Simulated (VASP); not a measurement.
The system is BN.

```
B N
1.0
     2.78310    0.00000    0.00000
    -1.39155    2.41024    0.00000
     0.00000    0.00000    4.38456
B N
2 2
Direct
  0.33333 0.66667 0.95161
  0.66667 0.33333 0.45161
  0.33333 0.66667 0.42339
  0.66667 0.33333 0.92339
```

This cell differs from its parent crystal: Ga replaced by B, lengths x 0.882, strained.

Base run:

| Quantity | Value |
| --- | --- |
| Program | VASP 6.6.1 |
| Functional | PBEsol |
| Potentials or basis | VASP PAW PBE potentials, release 64 (B, N) |
| Cutoff | 600 eV |
| k mesh | 9 × 9 × 4 |
| Occupations | gaussian, width 0.1 eV |
| Spin | no spin polarisation |

Its results: band gap on the k mesh 2.94 eV (least direct gap 4.20 eV); pressure -47.6 GPa; largest force 1.346 eV/Å.

Question: The run is repeated on the same cell with these changes: k mesh from 9 × 9 × 4 to 9 × 9 × 6; occupations from gaussian, width 0.1 eV to gaussian, width 0.02 eV. What comes out?

Answer: Band gap on the k mesh 2.88 eV (least direct gap 4.20 eV); pressure -47.5 GPa; largest force 1.353 eV/Å.

Caveats: the PAW data sets were made with another functional, which shifts forces and pressure a little; the stress differs along the axes, from -77 to 10 GPa (at least some runs); the stress differs along the axes, from -77 to 11 GPa (at least some runs).

A k mesh can miss the band edges.
